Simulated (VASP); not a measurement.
Wanted: the native input for a VASP 6.6.1 run.

```yaml
Task: single point
Functional: PBE
Potentials_or_basis: VASP PAW PBE potentials, release 64 (La, Nb_sv, N)
Cutoff: 520 eV
k_mesh: 6 × 6 × 4
Occupations: gaussian, width 0.1 eV
Spin: no spin polarisation
Dipole_correction: no
Further_INCAR_settings: ALGO = Normal; EDIFF = 1e-07; NBANDS = 32
```

The structure of LaNb2N2 lies in POSCAR:

```
LaNb2N2
1.0
    3.6131245587      0.0000000026      0.0000000000
   -1.8065622816      3.1290576536      0.0000000000
    0.0000000000      0.0000000000      6.7745328540
La Nb N
1 2 2
Direct
    0.0000000000      0.0000000000      0.0000000000
    0.3333333333      0.6666666667      0.6309039337
    0.6666666667      0.3333333333      0.3690960663
    0.3333333333      0.6666666667      0.2890011615
    0.6666666667      0.3333333333      0.7109988385
```

The cell was generated, and may not be a known phase.

The input as run:

INCAR

```
SYSTEM = LaNb2N2
PREC = Accurate
ENCUT = 520
EDIFF = 1E-7
ISMEAR = 0
SIGMA = 0.1
LREAL = .False.
LASPH = .True.
NELM = 100
ALGO = Normal
ISIF = 2
LWAVE = .False.
LCHARG = .True.
GGA = PE
LELF = .True.
LVHAR = .True.
NBANDS = 32
```

KPOINTS

```
Automatic mesh
0
Gamma
  6 6 4
  0 0 0
```

Potentials or basis: VASP PAW PBE potentials, release 64 (La, Nb_sv, N).

Run with:

```console
$ cat potpaw_PBE.64/La/POTCAR potpaw_PBE.64/Nb_sv/POTCAR potpaw_PBE.64/N/POTCAR > POTCAR
$ mpirun -np 1 vasp_std > vasp.out
```

It gave:

```
Pressure               : -0.3 GPa
Largest force          : 0.012 eV/Å
Band gap on the k mesh : zero (an odd number of electrons rules out a gap without spin polarisation)
```

Caveat: spin-orbit coupling is left out, which moves the levels of the heavy elements.

It took 37 s on 1 thread of Intel(R) Xeon(R) 6975P-C (Granite Rapids), with other jobs on the host, peak memory 0.23 GiB.
